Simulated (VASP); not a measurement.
# MgC6 (P6/mmm) in VASP: further runs

MgC6 is run at these levels: PBE; tasks: single point, relaxation of cell and atoms.

Everything below comes from runs of VASP 6.6.1. Logs are shortened: lines on timing, memory, paths and dates and some standing lists are left out, and cuts for length are marked.

### 1 The cell of the first run

Symmetry: P6/mmm, No. 191, hexagonal system. The conventional cell has a = 4.265 Å, b = 4.265 Å, c = 7.930 Å, α = 90.00°, β = 90.00°, γ = 120.00°. Mg (site symmetry 6/mmm) has 48 C at 4.21 to 5.47 Å and 6 Mg at 4.26 Å within 5.5 Å. C (site symmetry m2m) has 3 C at 1.42 Å within 1.9 Å.

The cell was built from a structure type or drawn by symmetry, and may not be a known phase.

### 2 Single point, PBE

Input file INCAR:

```
  PREC = Accurate
  ENCUT = 520
  EDIFF = 1E-7
  ISMEAR = 0
  SIGMA = 0.1
  LREAL = False
  LASPH = True
  NELM = 100
  ALGO = Normal
  ISIF = 2
  LWAVE = False
  LCHARG = False
  GGA = PE
  NBANDS = 22
```

Input file KPOINTS:

```
regular mesh
0
Gamma
  12 12 6
```

Input file POSCAR:

```
MgC6
1.0
    4.2646903740      0.0000000000      0.0000000000
   -2.1323451870      3.6933302032      0.0000000000
    0.0000000000      0.0000000000      7.9302211239
Mg C
1 6
Direct
    0.0000000000      0.0000000000      0.0000000000
    0.3333219646      0.0000000000      0.5000000000
    0.6666780354      0.0000000000      0.5000000000
    0.0000000000      0.3333219646      0.5000000000
    0.0000000000      0.6666780354      0.5000000000
    0.6666780354      0.6666780354      0.5000000000
    0.3333219646      0.3333219646      0.5000000000
```

Potentials or basis: VASP PAW PBE potentials, release 64 (Mg, C).

Run with:

```bash
$ cat potpaw_PBE.64/Mg/POTCAR potpaw_PBE.64/C/POTCAR > POTCAR
$ mpirun -np 1 vasp_std > vasp.out
```

OUTCAR:

```text
PREC = Accurate
   ENCUT = 520
   EDIFF = 1E-7
   ISMEAR = 0
   LREAL = False
   LASPH = True
   NELM = 100
   ISIF = 2
   GGA = PE

 ion  position               nearest neighbor table
   1  0.000  0.000  0.000-
   2  0.333  0.000  0.500-   5 1.42   7 1.42   3 1.42
   3  0.667  0.000  0.500-   4 1.42   6 1.42   2 1.42
   4  0.000  0.333  0.500-   7 1.42   3 1.42   5 1.42
   5  0.000  0.667  0.500-   6 1.42   2 1.42   4 1.42
   6  0.667  0.667  0.500-   5 1.42   3 1.42   7 1.42
   7  0.333  0.333  0.500-   4 1.42   2 1.42   6 1.42

  LATTYP: Found a hexagonal cell.
 ALAT       =     4.2646903740
 C/A-ratio  =     1.8595068876

  Lattice vectors:

 A1 = (   4.2646903740,   0.0000000000,   0.0000000000)
 A2 = (  -2.1323451870,   3.6933302032,   0.0000000000)
 A3 = (   0.0000000000,   0.0000000000,   7.9302211239)

Analysis of symmetry for initial positions (statically):
=====================================================================
 Subroutine PRICEL returns:
 Original cell was already a primitive cell.

 Routine SETGRP: Setting up the symmetry group for a
 hexagonal supercell.

 Subroutine GETGRP returns: Found 24 space group operations
 (whereof 24 operations were pure point group operations)
 out of a pool of 24 trial point group operations.

The static configuration has the point symmetry D_6h.

Analysis of symmetry for dynamics (positions and initial velocities):
=====================================================================
 Subroutine PRICEL returns:
 Original cell was already a primitive cell.

 Routine SETGRP: Setting up the symmetry group for a
 hexagonal supercell.

 Subroutine GETGRP returns: Found 24 space group operations
 (whereof 24 operations were pure point group operations)
 out of a pool of 24 trial point group operations.

The dynamic configuration has the point symmetry D_6h.

 Subroutine INISYM returns: Found 24 space group operations
 (whereof 24 operations are pure point group operations),
 and found     1 'primitive' translations

----------------------------------------------------------------------------------------

                                     Primitive cell

  volume of cell :     124.9082

  direct lattice vectors                    reciprocal lattice vectors
     4.264690374  0.000000000  0.000000000     0.234483611  0.135379176  0.000000000
    -2.132345187  3.693330203  0.000000000     0.000000000  0.270758352  0.000000000
     0.000000000  0.000000000  7.930221124     0.000000000  0.000000000  0.126099889

  length of vectors
     4.264690374  4.264690374  7.930221124     0.270758352  0.270758352  0.126099889

  position of ions in fractional coordinates (direct lattice)
     0.000000000  0.000000000  0.000000000
     0.333321965  0.000000000  0.500000000
     0.666678035  0.000000000  0.500000000
     0.000000000  0.333321965  0.500000000
     0.000000000  0.666678035  0.500000000
     0.666678035  0.666678035  0.500000000
     0.333321965  0.333321965  0.500000000

  ion indices of the primitive-cell ions
   primitive index   ion index
                 1           1
                 2           2
                 3           3
                 4           4
                 5           5
                 6           6
                 7           7

----------------------------------------------------------------------------------------

 KPOINTS: regular mesh

Automatic generation of k-mesh.
 Grid dimensions read from file:
 generate k-points for:   12   12    6

 Generating k-lattice:

  Cartesian coordinates                     Fractional coordinates (reciprocal lattice)
     0.019540301  0.011281598  0.000000000     0.083333333  0.000000000  0.000000000
     0.000000000  0.022563196  0.000000000     0.000000000  0.083333333  0.000000000
     0.000000000  0.000000000  0.021016648     0.000000000  0.000000000  0.166666667

  Length of vectors
     0.022563196  0.022563196  0.021016648

  Shift w.r.t. Gamma in fractional coordinates (k-lattice)
     0.000000000  0.000000000  0.000000000

 Subroutine IBZKPT returns following result:
 ===========================================

 Found     76 irreducible k-points:

 Following reciprocal coordinates:
            Coordinates               Weight
  0.000000  0.000000  0.000000      1.000000
  0.083333  0.000000  0.000000      6.000000
  0.166667  0.000000  0.000000      6.000000
  0.250000  0.000000  0.000000      6.000000
  0.333333  0.000000  0.000000      6.000000
  0.416667  0.000000  0.000000      6.000000
[... 16 lines left out ...]
  0.250000  0.000000  0.166667     12.000000
  0.333333  0.000000  0.166667     12.000000
 [... further k-points ...]
   k-points           NKPTS =     76   k-points in BZ     NKDIM =     76   number of bands    NBANDS=     22
   number of dos      NEDOS =    301   number of ions     NIONS =      7
   total plane-waves  NPLWV =  61440
   dimension x,y,z NGX =    32 NGY =   32 NGZ =   60
   dimension x,y,z NGXF=    64 NGYF=   64 NGZF=  120
   ions per type =               1   6
   NGX,Y,Z   is equivalent  to a cutoff of  12.47, 12.47, 12.58 a.u.
   NGXF,Y,Z  is equivalent  to a cutoff of  24.95, 24.95, 25.16 a.u.
 SYSTEM =  unknown system
   PREC   = accura    normal or accurate (medium, high low for compatibility)
   ISTART =      0    job   : 0-new  1-cont  2-samecut
   ICHARG =      2    charge: 1-file 2-atom 10-const
   ISPIN  =      1    spin polarized calculation?
   LNONCOLLINEAR =      F non collinear calculations
   LSORBIT =      F    spin-orbit coupling
   LASPH  =      T    aspherical Exc in radial PAW
   ENCUT  =  520.0 eV  38.22 Ry    6.18 a.u.   7.93  7.93 14.74*2*pi/ulx,y,z
   NELM   =    100;   NELMIN=  2; NELMDL= -5     # of ELM steps
   EDIFF  = 0.1E-06   stopping-criterion for ELM
   LREAL  =      F    real-space projection
   EDIFFG = 0.1E-05   stopping-criterion for IOM
   NSW    =      0    number of steps for IOM
   IBRION =     -1    ionic relax: 0-MD 1-quasi-New 2-CG
   NFREE  =      0    steps in history (QN), initial steepest desc. (CG)
   ISIF   =      2    stress and relaxation
   ISYM   =      2    0-nonsym 1-usesym 2-fastsym
   POTIM  = 0.5000    time-step for ionic-motion
   TEBEG  =    0.0;   TEEND  =   0.0 temperature during run
   PSTRESS=    0.0 pullay stress
   NELECT =      26.0000    total number of electrons
   NUPDOWN=      -1.0000    fix difference up-down
   EMIN   =  10.00;   EMAX   =-10.00  energy-range for DOS
   EFERMI =   0.00;   METHOD = LEGACY
   ISMEAR =     0;   SIGMA  =   0.10  broadening in eV -4-tet -1-fermi 0-gaus
   EFERMI_NEDOS =   21; number of points for ismear=-14 and -15
   IALGO  =     38    algorithm
   IMIX   =      4    mixing-type and parameters
     AMIX     =   0.40;   BMIX     =  1.00
     AMIX_MAG =   1.60;   BMIX_MAG =  1.00
  volume/ion in A,a.u.               =      17.84       120.42
  Fermi-wavevector in a.u.,A,eV,Ry     =   0.970217  1.833445 12.807455  0.941321
  Thomas-Fermi vector in A             =   2.100334
   LORBIT       =      0    0 simple, 1 ext, 2 COOP (PROOUT), +10 PAW based schemes
   GGA     = PE    functional components
   LHFCALC =     F    Hartree Fock is set to
   AEXX    =    0.0000 exact exchange contribution
   IVDW    =     0    specifies the selected vdW correction
   LEPSILON=     F    determine dielectric tensor
   LRPA    =     F    only Hartree local field effects (RPA)
 non-spin polarized calculation
 Gauss-broadening in eV      SIGMA  =   0.10
  energy-cutoff  :      520.00
  volume of cell :      124.91
 maximum number of plane-waves:      3408
 NGX is ok and might be reduce to    32
   NGX = 15   NGY = 15   NGZ = 29

 number of electron      25.9999999 magnetization

 Free energy of the ion-electron system (eV)
  ---------------------------------------------------
  ext. energy  EPLUGINS =         0.00000000
  ---------------------------------------------------
  free energy    TOTEN  =       -55.66807851 eV

  energy without entropy =      -55.66619245  energy(sigma->0) =      -55.66713548

 E-fermi :   1.4254     XC(G=0):  -7.4145

 val. band max:        1.3522277968   @ k =   0.3333   0.2500   0.5000
 cond. band min:       1.4567525457   @ k =   0.3333   0.3333   0.0000
 fundamental gap:      0.1045247489
 Fermi energy:         1.4254332824

 k-point     1 :       0.0000    0.0000    0.0000
  band No.  band energies     occupation
      1     -18.6795      2.00000
      2     -11.7350      2.00000
      3     -11.7350      2.00000
      4     -11.7294      2.00000
      5     -11.7294      2.00000
      6      -9.7141      2.00000
[... 14 lines left out ...]
     21       9.2180      0.00000
     22       9.8318      0.00000

 k-point     2 :       0.0833    0.0000    0.0000
  band No.  band energies     occupation
      1     -18.6246      2.00000
      2     -12.5086      2.00000
      3     -12.2448      2.00000
      4     -11.5132      2.00000
      5     -11.1293      2.00000
      6      -9.4254      2.00000
[... 14 lines left out ...]
     21       9.3793      0.00000
     22       9.4509      0.00000

 k-point     3 :       0.1667    0.0000    0.0000
  band No.  band energies     occupation
      1     -18.4602      2.00000
      2     -13.4512      2.00000
      3     -12.6655      2.00000
      4     -11.7184      2.00000
      5     -10.4384      2.00000
      6      -8.8307      2.00000
[... 14 lines left out ...]
     21       9.3742      0.00000
     22      10.0546      0.00000
[... 476 lines left out ...]
 k-point    23 :       0.2500    0.0000    0.1667
  band No.  band energies     occupation
      1     -18.1867      2.00000
      2     -14.3825      2.00000
      3     -12.9935      2.00000
      4     -11.9857      2.00000
      5      -9.6628      2.00000
      6      -8.0998      2.00000
[... 14 lines left out ...]
     21       8.7198      0.00000
     22       9.5893      0.00000

 k-point    24 :       0.3333    0.0000    0.1667
  band No.  band energies     occupation
      1     -17.8054      2.00000
      2     -15.2509      2.00000
      3     -13.2282      2.00000
      4     -12.2033      2.00000
      5      -8.8075      2.00000
      6      -7.2884      2.00000
[... 14 lines left out ...]
     21       7.9195      0.00000
     22       9.5253      0.00000

 [... further k-points ...]

------------------------ aborting loop because EDIFF is reached ----------------------------------------

  FORCE on cell =-STRESS in cart. coord.  units (eV):
  Direction    XX          YY          ZZ          XY          YZ          ZX
  --------------------------------------------------------------------------------------
  -------------------------------------------------------------------------------------
  Total        0.2315878      0.2315878     -0.0012140      0.0000000      0.0000000     -0.0000000
  in kB        2.9705391      2.9705391     -0.0155724      0.0000000      0.0000000     -0.0000000
  external PRESSURE =       1.9751686 kB  Pullay stress =       0.0000000 kB

 VOLUME and BASIS-vectors are now :
 -----------------------------------------------------------------------------
  energy-cutoff  :      520.00
  volume of cell :      124.91
      direct lattice vectors                 reciprocal lattice vectors
     4.264690374  0.000000000  0.000000000     0.234483611  0.135379176  0.000000000
    -2.132345187  3.693330203  0.000000000     0.000000000  0.270758352  0.000000000
     0.000000000  0.000000000  7.930221124     0.000000000  0.000000000  0.126099889

 POSITION                                       TOTAL-FORCE (eV/Angst)
 -----------------------------------------------------------------------------------
      0.00000      0.00000      0.00000        -0.000000      0.000000      0.000000
      1.42151      0.00000      3.96511        -0.005255     -0.000000      0.000000
      2.84318      0.00000      3.96511         0.005255      0.000000     -0.000000
     -0.71076      1.23107      3.96511         0.002627     -0.004551     -0.000000
     -1.42159      2.46226      3.96511        -0.002627      0.004551      0.000000
      1.42159      2.46226      3.96511         0.002627      0.004551     -0.000000
      0.71076      1.23107      3.96511        -0.002627     -0.004551      0.000000
 -----------------------------------------------------------------------------------
    total drift:                                0.000000      0.000000     -0.000000

  FREE ENERGIE OF THE ION-ELECTRON SYSTEM (eV)
  ---------------------------------------------------
  free  energy   TOTEN  =       -55.6680785068 eV

  energy  without entropy=      -55.6661924547  energy(sigma->0) =      -55.66713548
```

Run time: 2.3 min. Hardware: 1 thread of Intel Xeon Platinum 8488C (Sapphire Rapids), shared host; peak memory 0.34 GiB.

Results:

```yaml
Free_energy: -55.6681 eV
Pressure: 0.2 GPa
Largest_force: 0.005 eV/Å
Band_gap_on_the_k_mesh: zero (bands 13 and 14 overlap by 0.74 eV)
```

Forces in eV/Å, atoms in the order of the input:
```
Mg   0.000  0.000  0.000
C   -0.005  0.000  0.000
C    0.005  0.000  0.000
C    0.003 -0.005  0.000
C   -0.003  0.005  0.000
C    0.003  0.005  0.000
C   -0.003 -0.005  0.000
```

Stress tensor (GPa, compression positive):
```
0.30 0.00 0.00
0.00 0.30 0.00
0.00 0.00 0.00
```

[end of part 1 of 2]
